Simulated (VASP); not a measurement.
Crystal: HgTe (Coloradoite).

```
CELL_PARAMETERS angstrom
0.00000 3.19293 3.19293
3.19293 0.00000 3.19293
3.19293 3.19293 0.00000
ATOMIC_POSITIONS crystal
Hg 0.00000 0.00000 0.00000
Te 0.75000 0.75000 0.75000
```

Base run:

| Quantity | Value |
| --- | --- |
| Program | VASP 6.6.1 |
| Functional | PBEsol |
| Dispersion | D3(BJ) |
| Potentials or basis | VASP PAW PBE potentials, release 64 (Hg, Te) |
| Cutoff | 520 eV |
| k mesh | 7 × 7 × 7 |
| Occupations | fermi-dirac, width 0.05 eV |
| Spin | no spin polarisation |

Its results: band gap on the k mesh zero (filled and empty bands touch); pressure 1.2 GPa.

Question: After a change of settings the same cell gave: band gap on the k mesh zero (filled and empty bands touch); pressure 3.6 GPa. Which change was it?
A. functional from PBEsol to r2SCAN; dispersion from D3(BJ) to none
B. functional from PBEsol to r2SCAN
C. functional from PBEsol to BLYP
D. functional from PBEsol to revPBE; dispersion from D3(BJ) to none

Answer: B.

Caveats: the PAW data sets were made with another functional, which shifts forces and pressure a little; spin-orbit coupling is left out, which moves the levels of the heavy elements; pairwise dispersion overbinds metals, which lowers pressure and volume.
